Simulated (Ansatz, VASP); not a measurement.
## Ru in VASP and in Ansatz

```xyz
2
Lattice="2.7078 0.0000 0.0000 -1.3539 2.3450 0.0000 0.0000 0.0000 4.2681" Properties=species:S:1:pos:R:3 pbc="T T T"
Ru    0.0000    1.5634    1.0670
Ru    1.3539    0.7817    3.2011
```

Alike in both runs: task single point; functional PBE; dispersion D3(BJ); k mesh 9 × 9 × 4; occupations gaussian, width 0.1 eV; no spin polarisation.

|  | VASP | Ansatz |
| --- | --- | --- |
| version | VASP 6.6.1 | Ansatz 0.2.0 |
| potentials or method | VASP PAW PBE potentials, release 64 (Ru_pv), cutoff 500 eV | scalar-relativistic, plane waves, PAW |
| valence electrons in the cell | 28 | 32 |

|  | VASP | Ansatz | Ansatz less VASP |
| --- | --- | --- | --- |
| gap on the k mesh at the Fermi level (eV) | none | none | - |
| pressure (GPa) | -2.5 | -2.4 | +0.06 |
| traceless stress, the component that is largest in VASP (GPa) | -0.46 | -0.48 | -0.026 |

A gap of «none» marks a metal or a gap that the smearing closes. VASP's potentials hold 28 valence electrons a cell and Ansatz's 32, so a difference there can come from the potentials and not from the codes.

The k mesh is coarse, so the values compare programs but aren't converged.
